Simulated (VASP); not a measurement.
## Si2Mo: single point with PBEsol

System: Si2Mo, a slab with vacuum.

```
Si Mo
1.0
     3.19007    0.00000    0.00000
     0.00000    3.19007    0.00000
     0.00000    0.00000   25.40151
Si Mo
6 3
Cartesian
  0.0000 0.0000 7.5000
  0.0000 0.0000 10.0801
  1.5950 1.5950 11.4107
  1.5950 1.5950 13.9908
  0.0000 0.0000 15.3214
  0.0000 0.0000 17.9015
  1.5950 1.5950 8.7901
  0.0000 0.0000 12.7008
  1.5950 1.5950 16.6114
```

```json
{
 "Program": "VASP 6.6.1",
 "Task": "single point",
 "Functional": "PBEsol",
 "Potentials or basis": "VASP PAW PBE potentials, release 64 (Si, Mo_sv)",
 "Cutoff": "520 eV",
 "k mesh": "11 × 11 × 1",
 "Occupations": "gaussian, width 0.1 eV",
 "Spin": "no spin polarisation",
 "Dipole correction": "yes",
 "Further INCAR settings": "ALGO = Normal; EDIFF = 1e-07; NBANDS = 43"
}
```

```json
{
 "Largest force": "0.588 eV/Å",
 "Band gap on the k mesh": "zero (bands 33 and 34 overlap by 0.83 eV)"
}
```

Forces on the atoms (eV/Å):
```
Si   0.000  0.000  0.588
Si   0.000  0.000 -0.305
Si   0.000  0.000 -0.366
Si   0.000  0.000  0.366
Si   0.000  0.000  0.305
Si   0.000  0.000 -0.588
Mo   0.000  0.000 -0.041
Mo   0.000  0.000  0.000
Mo   0.000  0.000  0.041
```

Levels at points of the mesh, in eV from the Fermi level:
| k point | band 29 | band 30 | band 31 | band 32 | band 33 | band 34 | band 35 | band 36 | band 37 | band 38 |
| --- | --- | --- | --- | --- | --- | --- | --- | --- | --- | --- |
| (0.00, 0.00, 0.00) | -0.55 | -0.55 | 0.59 | 0.68 | 0.71 | 0.79 | 0.79 | 0.94 | 1.08 | 2.18 |

Wall time 9.5 min on 1 thread of Intel Xeon 8259CL, with other jobs on the host, peak memory 0.43 GiB.

Caveat: the PAW data sets were made with another functional, which shifts forces and pressure a little.
